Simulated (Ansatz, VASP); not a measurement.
**One calculation of ZrB2W3, two programs**

```xyz
6
Lattice="4.1013 0.0000 0.0000 -2.0506 3.5518 0.0000 0.0000 0.0000 5.9578" Properties=species:S:1:pos:R:3 pbc="T T T"
Zr    0.0000    0.0000    0.0000
B     2.0506    1.1839    4.3606
B     0.0000    2.3679    1.5972
W     2.0506    1.1839    1.9650
W     0.0000    2.3679    3.9928
W     0.0000    0.0000    2.9789
```

Change from the starting cell: species swapped into the Li3LaBi2 type (P-3m1, No. 164).

Alike in both runs: task single point; functional PBE; k mesh 6 × 6 × 4; occupations gaussian, width 0.1 eV; collinear spin.

```csv
,VASP,Ansatz
version,VASP 6.6.1,Ansatz 0.2.0
potentials or method,"VASP PAW PBE potentials, release 64 (Zr_sv, B, W_sv), cutoff 520 eV","scalar-relativistic, plane waves, PAW"
valence electrons in the cell,60,60
```

```csv
,VASP,Ansatz,Ansatz less VASP
gap on the k mesh at the Fermi level (eV),none,none,-
pressure (GPa),0.4,-0.1,-0.52
"traceless stress, the component that is largest in VASP (GPa)",-0.16,0.01,+0.166
rms of the force components (eV/Å),0.018,0.001,-0.0169
net moment per atom (μB),0.00,0.00,0.000
```

Atom by atom the forces differ by 0.018 eV/Å (rms over components). A gap of «none» marks a metal or a gap that the smearing closes. With one functional, cell and mesh, what is left measures potentials, basis and numerics. Ansatz's warnings: seeded moment not kept.

Neither program's run includes spin-orbit coupling.
